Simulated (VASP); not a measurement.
# TaN (P1) in VASP: further runs

The runs below take TaN through single point, with PBE.

All numbers are computed with VASP 6.6.1; they aren't measurements. Logs are shortened: lines on timing, memory, paths and dates and some standing lists are left out, and cuts for length are marked.

### Step 1. The cell of the first run

The typed cell holds 2 atoms: a = 2.991 Å, b = 2.925 Å, c = 2.743 Å, α = 97.43°, β = 87.03°, γ = 121.34°.

### Step 2. Single point, PBE (atoms moved at random and the cell strained at random)

The input, INCAR:

```
PREC     = Accurate       # precision mode
ENCUT    = 520            # plane-wave cutoff, eV
EDIFF    = 1E-7           # SCF threshold, eV
ISMEAR   = 0              # smearing method
SIGMA    = 0.15           # smearing width, eV
LREAL    = F              # projectors in reciprocal space
LASPH    = T              # aspherical terms in the spheres
NELM     = 100            # most SCF steps
ALGO     = Normal         # electronic algorithm
ISIF     = 2              # what is computed and relaxed
LWAVE    = F              # write WAVECAR
LCHARG   = F              # write CHGCAR
GGA      = PE             # functional
NBANDS   = 15             # bands
```

The input, KPOINTS:

```
Automatic mesh
0
Gamma
  15 15 12
```

The input, POSCAR:

```
TaN
1.0
    2.9905122097     -0.0129826842      0.0745129484
   -1.5064994392      2.5002489944     -0.1852511027
    0.0731891489     -0.1678534491      2.7367466887
Ta N
1 1
Direct
    0.3265290847      0.6620986955      0.4996300380
    0.0068042486      0.0045679712      0.0003699620
```

Potentials or basis: VASP PAW PBE potentials, release 64 (Ta_pv, N).

Command:

```sh
cat potpaw_PBE.64/Ta_pv/POTCAR potpaw_PBE.64/N/POTCAR > POTCAR
mpirun -np 1 vasp_std > vasp.out
```

OUTCAR:

```text
PREC = Accurate
   ENCUT = 520
   EDIFF = 1E-7
   ISMEAR = 0
   LREAL = F
   LASPH = T
   NELM = 100
   ISIF = 2
   GGA = PE

 ion  position               nearest neighbor table
   1  0.327  0.662  0.500-   2 2.01   2 2.08   2 2.20   2 2.23   2 2.27   2 2.30
   2  0.007  0.005  0.000-   1 2.01   1 2.08   1 2.20   1 2.23   1 2.27   1 2.30

  LATTYP: Found a triclinic cell.
 ALAT       =     2.9249108645
 B/A-ratio  =     0.9909555242
 C/A-ratio  =     0.9377605413
 COS(alpha) =     0.0769734429
 COS(beta)  =     0.1292492694
 COS(gamma) =     0.4722533510

  Lattice vectors:

 A1 = (  -1.5064994392,   2.5002489944,  -0.1852511027)
 A2 = (   1.4840127705,   2.4872663102,  -0.1107381543)
 A3 = (  -0.0731891489,   0.1678534491,  -2.7367466887)

Analysis of symmetry for initial positions (statically):
=====================================================================
 Subroutine PRICEL returns:
 Original cell was already a primitive cell.

 Routine SETGRP: Setting up the symmetry group for a
 triclinic supercell.

 Subroutine GETGRP returns: Found  1 space group operations
 (whereof  1 operations were pure point group operations)
 out of a pool of  2 trial point group operations.

The static configuration has the point symmetry C_1 .

Analysis of symmetry for dynamics (positions and initial velocities):
=====================================================================
 Subroutine PRICEL returns:
 Original cell was already a primitive cell.

 Routine SETGRP: Setting up the symmetry group for a
 triclinic supercell.

 Subroutine GETGRP returns: Found  1 space group operations
 (whereof  1 operations were pure point group operations)
 out of a pool of  2 trial point group operations.

The dynamic configuration has the point symmetry C_1 .

 Subroutine INISYM returns: Found  1 space group operations
 (whereof  1 operations are pure point group operations),
 and found     1 'primitive' translations

----------------------------------------------------------------------------------------

                                     Primitive cell

  volume of cell :      20.3216

  direct lattice vectors                    reciprocal lattice vectors
     2.990512210 -0.012982684  0.074512948     0.335183075  0.202215915  0.003438709
    -1.506499439  2.500248994 -0.185251103     0.001132936  0.402469527  0.024654448
     0.073189149 -0.167853449  2.736746689    -0.009049285  0.021737569  0.366972595

  length of vectors
     2.991468537  2.924910865  2.742865996     0.391472597  0.403225552  0.367727205

  position of ions in fractional coordinates (direct lattice)
     0.326529085  0.662098695  0.499630038
     0.006804249  0.004567971  0.000369962

  ion indices of the primitive-cell ions
   primitive index   ion index
                 1           1
                 2           2

----------------------------------------------------------------------------------------

 KPOINTS: Automatic mesh

Automatic generation of k-mesh.
 Grid dimensions read from file:
 generate k-points for:   15   15   12

 Generating k-lattice:

  Cartesian coordinates                     Fractional coordinates (reciprocal lattice)
     0.022345538  0.013481061  0.000229247     0.066666667 -0.000000000  0.000000000
     0.000075529  0.026831302  0.001643630     0.000000000  0.066666667  0.000000000
    -0.000754107  0.001811464  0.030581050     0.000000000 -0.000000000  0.083333333

  Length of vectors
     0.026098173  0.026881703  0.030643934

  Shift w.r.t. Gamma in fractional coordinates (k-lattice)
     0.000000000  0.000000000  0.000000000

 Subroutine IBZKPT returns following result:
 ===========================================

 Found   1351 irreducible k-points:

 Following reciprocal coordinates:
            Coordinates               Weight
  0.000000  0.000000  0.000000      1.000000
  0.066667  0.000000  0.000000      2.000000
  0.133333 -0.000000  0.000000      2.000000
  0.200000 -0.000000  0.000000      2.000000
  0.266667 -0.000000  0.000000      2.000000
  0.333333  0.000000 -0.000000      2.000000
[... 16 lines left out ...]
 -0.066667  0.066667  0.000000      2.000000
  0.000000  0.133333  0.000000      2.000000
 [... further k-points ...]
   k-points           NKPTS =   1351   k-points in BZ     NKDIM =   1351   number of bands    NBANDS=     15
   number of dos      NEDOS =    301   number of ions     NIONS =      2
   total plane-waves  NPLWV =  11520
   dimension x,y,z NGX =    24 NGY =   24 NGZ =   20
   dimension x,y,z NGXF=    48 NGYF=   48 NGZF=   40
   ions per type =               1   1
   NGX,Y,Z   is equivalent  to a cutoff of  13.34, 13.64, 12.12 a.u.
   NGXF,Y,Z  is equivalent  to a cutoff of  26.68, 27.28, 24.24 a.u.
 SYSTEM =  unknown system
   PREC   = accura    normal or accurate (medium, high low for compatibility)
   ISTART =      0    job   : 0-new  1-cont  2-samecut
   ICHARG =      2    charge: 1-file 2-atom 10-const
   ISPIN  =      1    spin polarized calculation?
   LNONCOLLINEAR =      F non collinear calculations
   LSORBIT =      F    spin-orbit coupling
   LASPH  =      T    aspherical Exc in radial PAW
   ENCUT  =  520.0 eV  38.22 Ry    6.18 a.u.   5.56  5.44  5.10*2*pi/ulx,y,z
   NELM   =    100;   NELMIN=  2; NELMDL= -5     # of ELM steps
   EDIFF  = 0.1E-06   stopping-criterion for ELM
   LREAL  =      F    real-space projection
   EDIFFG = 0.1E-05   stopping-criterion for IOM
   NSW    =      0    number of steps for IOM
   IBRION =     -1    ionic relax: 0-MD 1-quasi-New 2-CG
   NFREE  =      0    steps in history (QN), initial steepest desc. (CG)
   ISIF   =      2    stress and relaxation
   ISYM   =      2    0-nonsym 1-usesym 2-fastsym
   POTIM  = 0.5000    time-step for ionic-motion
   TEBEG  =    0.0;   TEEND  =   0.0 temperature during run
   PSTRESS=    0.0 pullay stress
   NELECT =      16.0000    total number of electrons
   NUPDOWN=      -1.0000    fix difference up-down
   EMIN   =  10.00;   EMAX   =-10.00  energy-range for DOS
   EFERMI =   0.00;   METHOD = LEGACY
   ISMEAR =     0;   SIGMA  =   0.15  broadening in eV -4-tet -1-fermi 0-gaus
   EFERMI_NEDOS =   21; number of points for ismear=-14 and -15
   IALGO  =     38    algorithm
   IMIX   =      4    mixing-type and parameters
     AMIX     =   0.40;   BMIX     =  1.00
     AMIX_MAG =   1.60;   BMIX_MAG =  1.00
  volume/ion in A,a.u.               =      10.16        68.57
  Fermi-wavevector in a.u.,A,eV,Ry     =   1.511688  2.856677 31.092056  2.285202
  Thomas-Fermi vector in A             =   2.621712
   LORBIT       =      0    0 simple, 1 ext, 2 COOP (PROOUT), +10 PAW based schemes
   GGA     = PE    functional components
   LHFCALC =     F    Hartree Fock is set to
   AEXX    =    0.0000 exact exchange contribution
   IVDW    =     0    specifies the selected vdW correction
   LEPSILON=     F    determine dielectric tensor
   LRPA    =     F    only Hartree local field effects (RPA)
 non-spin polarized calculation
 Gauss-broadening in eV      SIGMA  =   0.15
  energy-cutoff  :      520.00
  volume of cell :       20.32
 maximum number of plane-waves:       563
   NGX = 11   NGY = 11   NGZ = 11

 number of electron      16.0000003 magnetization

 Free energy of the ion-electron system (eV)
  ---------------------------------------------------
  ext. energy  EPLUGINS =         0.00000000
  ---------------------------------------------------
  free energy    TOTEN  =       -21.81374491 eV

  energy without entropy =      -21.81104732  energy(sigma->0) =      -21.81239611

 E-fermi :   9.0304     XC(G=0): -13.6488

 val. band max:        9.0277355359   @ k =   0.0667   0.0667   0.4167
 cond. band min:       9.0310594843   @ k =   0.0667   0.4667   0.4167
 fundamental gap:      0.0033239484
 Fermi energy:         9.0303562514

 k-point     1 :       0.0000    0.0000    0.0000
  band No.  band energies     occupation
      1     -25.6191      2.00000
      2     -25.5688      2.00000
      3     -25.4950      2.00000
      4      -9.3866      2.00000
      5       3.2911      2.00000
      6       3.7331      2.00000
      7       4.7206      2.00000
      8       6.2253      2.00000
      9      10.4654      0.00000
     10      12.1081      0.00000
     11      12.5978      0.00000
     12      14.3688      0.00000
     13      14.6800      0.00000
     14      22.5332      0.00000
     15      23.1955      0.00000

 k-point     2 :       0.0667    0.0000    0.0000
  band No.  band energies     occupation
      1     -25.6189      2.00000
      2     -25.6059      2.00000
      3     -25.5152      2.00000
      4      -9.2894      2.00000
      5       3.1214      2.00000
      6       3.7422      2.00000
      7       4.8077      2.00000
      8       6.1306      2.00000
      9      10.6859      0.00000
     10      12.0902      0.00000
     11      12.5771      0.00000
     12      14.4050      0.00000
     13      14.6578      0.00000
     14      22.5325      0.00000
     15      23.1154      0.00000

 k-point     3 :       0.1333   -0.0000    0.0000
  band No.  band energies     occupation
      1     -25.7446      2.00000
      2     -25.6157      2.00000
      3     -25.5382      2.00000
      4      -9.0147      2.00000
      5       2.6094      2.00000
      6       3.8700      2.00000
      7       5.0366      2.00000
      8       5.9006      2.00000
      9      11.0479      0.00000
     10      12.0591      0.00000
     11      12.5954      0.00000
     12      14.4660      0.00000
     13      14.7861      0.00000
     14      22.5292      0.00000
     15      22.9578      0.00000

 k-point     4 :       0.2000   -0.0000    0.0000
  band No.  band energies     occupation
      1     -25.9506      2.00000
      2     -25.6371      2.00000
      3     -25.5373      2.00000
      4      -8.6089      2.00000
      5       1.9557      2.00000
      6       4.0678      2.00000
      7       5.2334      2.00000
      8       5.7228      2.00000
      9      11.0278      0.00000
     10      12.1720      0.00000
     11      12.6881      0.00000
     12      14.8031      0.00000
     13      15.1011      0.00000
     14      22.5254      0.00000
     15      22.8482      0.00000
[... 307 lines left out ...]
 k-point    22 :      -0.1333    0.0667    0.0000
  band No.  band energies     occupation
      1     -25.7083      2.00000
      2     -25.6066      2.00000
      3     -25.5253      2.00000
      4      -9.1070      2.00000
      5       2.7043      2.00000
      6       3.9205      2.00000
      7       4.9230      2.00000
      8       5.9848      2.00000
      9      11.0422      0.00000
     10      11.8908      0.00000
     11      12.7631      0.00000
     12      14.3482      0.00000
     13      14.7507      0.00000
     14      22.5304      0.00000
     15      23.0054      0.00000

 k-point    23 :      -0.0667    0.0667    0.0000
  band No.  band energies     occupation
      1     -25.6398      2.00000
      2     -25.5914      2.00000
      3     -25.5078      2.00000
      4      -9.2857      2.00000
      5       3.1105      2.00000
      6       3.7558      2.00000
      7       4.7649      2.00000
      8       6.1451      2.00000
      9      10.7602      0.00000
     10      12.0142      0.00000
     11      12.6773      0.00000
     12      14.2831      0.00000
     13      14.7175      0.00000
     14      22.5318      0.00000
     15      23.1010      0.00000

 k-point    24 :       0.0000    0.1333    0.0000
  band No.  band energies     occupation
      1     -25.7367      2.00000
      2     -25.6216      2.00000
      3     -25.5653      2.00000
      4      -8.9686      2.00000
      5       2.8050      2.00000
      6       3.6176      2.00000
      7       4.7846      2.00000
      8       6.0579      2.00000
      9      11.4028      0.00000
     10      12.0097      0.00000
     11      12.6933      0.00000
     12      14.0549      0.00000
     13      14.9079      0.00000
     14      22.5316      0.00000
     15      23.0075      0.00000

 [... further k-points ...]
[... 5 lines left out ...]
  --------------------------------------------------------------------------------------
  -------------------------------------------------------------------------------------
  Total        1.6131735      4.8970385      8.3670201     -0.2346982      4.9827533     -1.8952100
  in kB      127.1844389    386.0880923    659.6653964    -18.5038754    392.8459439   -149.4205168
  external PRESSURE =     390.9793092 kB  Pullay stress =       0.0000000 kB

 VOLUME and BASIS-vectors are now :
 -----------------------------------------------------------------------------
  energy-cutoff  :      520.00
  volume of cell :       20.32
      direct lattice vectors                 reciprocal lattice vectors
     2.990512210 -0.012982684  0.074512948     0.335183075  0.202215915  0.003438709
    -1.506499439  2.500248994 -0.185251103     0.001132936  0.402469527  0.024654448
     0.073189149 -0.167853449  2.736746689    -0.009049285  0.021737569  0.366972595

 POSITION                                       TOTAL-FORCE (eV/Angst)
 -----------------------------------------------------------------------------------
      0.01561      1.56731      1.26904         0.746189      1.118358      0.544342
      0.01349      0.01127      0.00067        -0.746189     -1.118358     -0.544342
 -----------------------------------------------------------------------------------
    total drift:                               -0.000083     -0.000099      0.000027

  FREE ENERGIE OF THE ION-ELECTRON SYSTEM (eV)
  ---------------------------------------------------
  free  energy   TOTEN  =       -21.8137449112 eV

  energy  without entropy=      -21.8110473173  energy(sigma->0) =      -21.81239611
```

Run time: 2.5 min. Hardware: 1 thread of Intel Xeon 6975P-C (Granite Rapids), shared host; peak memory 0.49 GiB.

What came out:

| Quantity | Value |
| --- | --- |
| Free energy | -21.8137 eV |
| Pressure | 39.1 GPa |
| Largest force | 1.450 eV/Å |
| Band gap on the k mesh | zero (band 8 reaches 9.11 eV, above the bottom of band 9 at 8.81 eV) |

Forces on the atoms (eV/Å):
```
Ta   0.746  1.118  0.544
N   -0.746 -1.118 -0.544
```

Caveat: the cell differs from its parent crystal (atoms moved at random and the cell strained at random); spin-orbit coupling is left out, which moves the levels of the heavy elements; forces of over 1 eV/Å act on the atoms, so gaps and moduli don't describe the material at rest.

### Step 3. Single point, PBE

The input, INCAR:

```
PREC = Accurate
ENCUT = 520
EDIFF = 1E-7
ISMEAR = 0
SIGMA = 0.15
LREAL = F
LASPH = T
NELM = 100
ALGO = Normal
ISIF = 2
LWAVE = F
LCHARG = F
GGA = PE
NBANDS = 15
```

KPOINTS is that of step 2.

The input, POSCAR:

```
TaN
1.0
    2.9905122097     -0.0129826842      0.0745129484
   -1.5064994392      2.5002489944     -0.1852511027
    0.0731891489     -0.1678534491      2.7367466887
Ta N
1 1
Direct
    0.3405459669      0.6738562655      0.5015730382
   -0.0072126336     -0.0071895988     -0.0015730382
```

Potentials or basis: VASP PAW PBE potentials, release 64 (Ta_pv, N).

Command:

```sh
cat potpaw_PBE.64/Ta_pv/POTCAR potpaw_PBE.64/N/POTCAR > POTCAR
mpirun -np 1 vasp_std > vasp.out
```

It took 2.5 min on 1 thread of Intel Xeon 6975P-C (Granite Rapids), shared host; peak memory 0.49 GiB.

The run converged. Its results:

```yaml
Free_energy: -21.8671 eV
Pressure: 37.4 GPa
Largest_force: 0.008 eV/Å
Band_gap_on_the_k_mesh: zero (band 8 reaches 9.33 eV, above the bottom of band 9 at 8.84 eV)
```

Forces in eV/Å, atoms in the order of the input:
```
Ta   0.001  0.008  0.002
N   -0.001 -0.008 -0.002
```

Stress tensor (GPa, compression positive):
```
 15.56   0.37 -13.36
  0.37  33.16  34.05
-13.36  34.05  63.56
```

Levels at points of the mesh, in eV from the Fermi level:
```
           k point  band 6  band 7  band 8  band 9  band 10  band 11
(0.00, 0.00, 0.00)   -5.32   -4.42   -2.85    1.31     2.99     3.81
(0.00, 0.00, 0.50)   -4.87   -4.33   -0.61    0.04     2.03     3.26
```

Caveat: the cell differs from its parent crystal (all atoms moved at random, sigma 0.02 Å a component, cell strained at random, sigma 0.03, then relaxed in part); spin-orbit coupling is left out, which moves the levels of the heavy elements.

### Step 4. Single point, PBE

The input, INCAR:

```
SYSTEM = TaN
PREC     = Accurate       ! precision mode
ENCUT    = 520            ! plane-wave cutoff, eV
EDIFF    = 1E-7           ! SCF threshold, eV
ISMEAR   = -5             ! smearing method
SIGMA    = 0.15           ! smearing width, eV
LREAL    = .False.        ! projectors in reciprocal space
LASPH    = .True.         ! aspherical terms in the spheres
NELM     = 100            ! most SCF steps
ALGO     = Normal         ! electronic algorithm
ISIF     = 2              ! what is computed and relaxed
LWAVE    = .False.        ! write WAVECAR
LCHARG   = .False.        ! write CHGCAR
GGA      = PE             ! functional
NBANDS   = 15             ! bands
```

The input, KPOINTS:

```
regular mesh
0
Gamma
  15 15 12
  0 0 0
```

POSCAR is that of step 3.

Command:

```sh
cat potpaw_PBE.64/Ta_pv/POTCAR potpaw_PBE.64/N/POTCAR > POTCAR
mpirun -np 1 vasp_std > vasp.out
```

It took 2.4 min on 1 thread of Intel Xeon 6975P-C (Granite Rapids), shared host; peak memory 0.51 GiB.

Results (log left out):

```yaml
Free_energy: -21.8657 eV
Pressure: 37.5 GPa
Largest_force: 0.008 eV/Å
Band_gap_on_the_k_mesh: zero (band 8 reaches 9.33 eV, above the bottom of band 9 at 8.84 eV)
```

Forces on the atoms (eV/Å):
```
Ta   0.002 -0.007 -0.004
N   -0.002  0.007  0.004
```

Stress tensor (GPa, compression positive):
```
 15.32   0.45 -13.47
  0.45  33.36  34.36
-13.47  34.36  63.88
```

Levels at points of the mesh, in eV from the Fermi level:
```csv
k point,band 4,band 5,band 6,band 7,band 8,band 9,band 10,band 11,band 12,band 13
"(0.00, 0.00, 0.00)",-18.46,-5.70,-5.31,-4.41,-2.84,1.32,2.99,3.82,5.11,5.48
"(0.00, 0.00, 0.50)",-15.25,-9.85,-4.86,-4.32,-0.61,0.04,2.03,3.27,4.11,8.68
```

Caveat: spin-orbit coupling is left out, which moves the levels of the heavy elements; tetrahedron occupations give inexact forces and stress in metals.
